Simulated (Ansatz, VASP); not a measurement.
# MgO in VASP and in Ansatz

The input POSCAR:

```
MgO
1.0
    0.0000000000      2.1870500000      2.1870500000
    2.1870500000      0.0000000000      2.1870500000
    2.1870500000      2.1870500000      0.0000000000
Mg O
1 1
Direct
    0.0000000000      0.0000000000      0.0000000000
    0.5000000000      0.5000000000      0.5000000000
```

INCAR.step1

```
SYSTEM = MgO
PREC     = Accurate       ! precision mode
ENCUT    = 660            ! plane-wave cutoff, eV
ISMEAR   = -1             ! smearing method
SIGMA    = 0.01           ! smearing width, eV
LREAL    = .False.        ! projectors in reciprocal space
LASPH    = .True.         ! aspherical terms in the spheres
NELM     = 120            ! most SCF steps
NBANDS   = 11             ! bands
GGA      = PE             ! functional
ALGO     = Normal         ! electronic algorithm
EDIFF    = 1E-5           ! SCF threshold, eV
LWAVE    = .True.         ! write WAVECAR
LCHARG   = .False.        ! write CHGCAR
GGA_COMPAT= .False.
```

File INCAR.step2:

```
SYSTEM = MgO
PREC     = Accurate       ! precision mode
ENCUT    = 660            ! plane-wave cutoff, eV
EDIFF    = 1E-6           ! SCF threshold, eV
ISMEAR   = -1             ! smearing method
SIGMA    = 0.01           ! smearing width, eV
LREAL    = .False.        ! projectors in reciprocal space
LASPH    = .True.         ! aspherical terms in the spheres
NELM     = 120            ! most SCF steps
ALGO     = Normal         ! electronic algorithm
ISIF     = 2              ! what is computed and relaxed
LWAVE    = .False.        ! write WAVECAR
LCHARG   = .False.        ! write CHGCAR
METAGGA  = R2SCAN         ! meta-GGA
LMIXTAU  = .True.       
NBANDS   = 11             ! bands
ISTART   = 1            
GGA_COMPAT= .False.
```

File KPOINTS:

```
Automatic mesh
0
Gamma
  8 8 8
  0 0 0
```

Input for Ansatz:

```yaml
crystal:
  lattice:
    - [0.0, 2.18705, 2.18705]
    - [2.18705, 0.0, 2.18705]
    - [2.18705, 2.18705, 0.0]
  atoms:
    - { symbol: Mg, position: [0.0, 0.0, 0.0] }
    - { symbol: O, position: [0.5, 0.5, 0.5] }
hamiltonian:
  xc: r2scan
  pseudopotentials: { kind: paw }
basis:
  ecutwfc: 500
kpoints:
  mp_grid: { grid: [8, 8, 8] }
scf:
  occupations: { method: fermi_dirac, width: 0.01 }
  lower_state_search: "off"
  algorithm: density_mixing
  max_iter: 100
  mixing: {}
output:
  forces: true
  stress: true
```

Alike in both runs: task single point; functional r2SCAN; k mesh 8 × 8 × 8; occupations fermi-dirac, width 0.01 eV; no spin polarisation.

|  | VASP | Ansatz |
| --- | --- | --- |
| version | VASP 6.6.1 | Ansatz 0.2.0 |
| potentials or method | VASP PAW PBE potentials, release 64 (Mg, O), cutoff 660 eV | PAW, plane waves, scalar-relativistic |
| valence electrons in the cell | 8 | 16 |

VASP gave:

```
pressure (GPa) : -16.8
```

**Question.** Estimate Ansatz's values.

**Answer.** Pressure (GPa): -15.5.

VASP's potentials were made for PBE, not for r2SCAN. VASP's potentials hold 8 valence electrons a cell and Ansatz's 16, so a difference there can come from the potentials and not from the codes.
